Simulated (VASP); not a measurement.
Input of a VASP 6.6.1 run:

File INCAR:

```
SYSTEM = Ba
PREC     = Accurate       ! precision mode
ENCUT    = 520            ! plane-wave cutoff, eV
EDIFF    = 1E-6           ! SCF threshold, eV
ISMEAR   = 0              ! smearing method
SIGMA    = 0.1            ! smearing width, eV
LREAL    = .False.        ! projectors in reciprocal space
LASPH    = .True.         ! aspherical terms in the spheres
NELM     = 100            ! most SCF steps
ALGO     = Fast           ! electronic algorithm
ISIF     = 2              ! what is computed and relaxed
LWAVE    = .False.        ! write WAVECAR
LCHARG   = .False.        ! write CHGCAR
GGA      = PE             ! functional
NBANDS   = 28             ! bands
```

File KPOINTS:

```
regular mesh
0
Gamma
  6 8 6
  0 0 0
```

File POSCAR:

```
Ba
1.0
    7.2486970785      0.0000000000      0.0000000000
    0.0000000000      5.1009775844      0.0000000000
    0.0000000000      0.0000000000      7.2558158287
Ba
4
Direct
    0.5000000000      0.7501759971      0.2500000000
    0.5000000000      0.2498240029      0.7500000000
    0.0000000000      0.2501759971      0.2500000000
    0.0000000000      0.7498240029      0.7500000000
```

Potentials or basis: VASP PAW PBE potentials, release 64 (Ba_sv).

Launch:

```console
$ cat potpaw_PBE.64/Ba_sv/POTCAR > POTCAR
$ mpirun -np 1 vasp_std > vasp.out
```

Problem. Estimate the pressure.

Solution. -0.4 GPa.

Problem. What does it give for the band gap on the k mesh?

Solution. Zero (bands 20 and 21 overlap by 0.92 eV).

Caveat: the cell differs from its parent crystal (equal strain along all axes, cell held: +2.0 %, then relaxed in part); spin-orbit coupling is left out, which moves the levels of the heavy elements.
